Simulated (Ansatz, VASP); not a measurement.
## Ir: VASP beside Ansatz

```
Ir
1.0
     0.00000    1.91606    1.91606
     1.91606    0.00000    1.91606
     1.91606    1.91606    0.00000
Ir
1
Direct
  0.00000 0.00000 0.00000
```

Alike in both runs: functional PBEsol; k mesh 18 × 18 × 18; occupations fermi-dirac, width 0.15 eV; no spin polarisation.

Ansatz relaxed the structure, and its values are those at the end. VASP's run is a single point on that final structure, the one shown.

|  | VASP | Ansatz |
| --- | --- | --- |
| version | VASP 6.6.1 | Ansatz 0.2.0 |
| potentials or method | VASP PAW PBE potentials, release 64 (Ir_sv_GW), cutoff 560 eV | scalar-relativistic, plane waves, PAW |
| valence electrons in the cell | 17 | 17 |

|  | VASP | Ansatz | Ansatz less VASP |
| --- | --- | --- | --- |
| gap on the k mesh at the Fermi level (eV) | none | none | - |
| pressure (GPa) | -1.9 | 0.0 | +1.85 |

VASP's potentials were made for PBE, not for PBEsol, and Ansatz warns of the same on its side. A gap of «none» marks a metal or a gap that the smearing closes.

Neither program's run includes spin-orbit coupling.
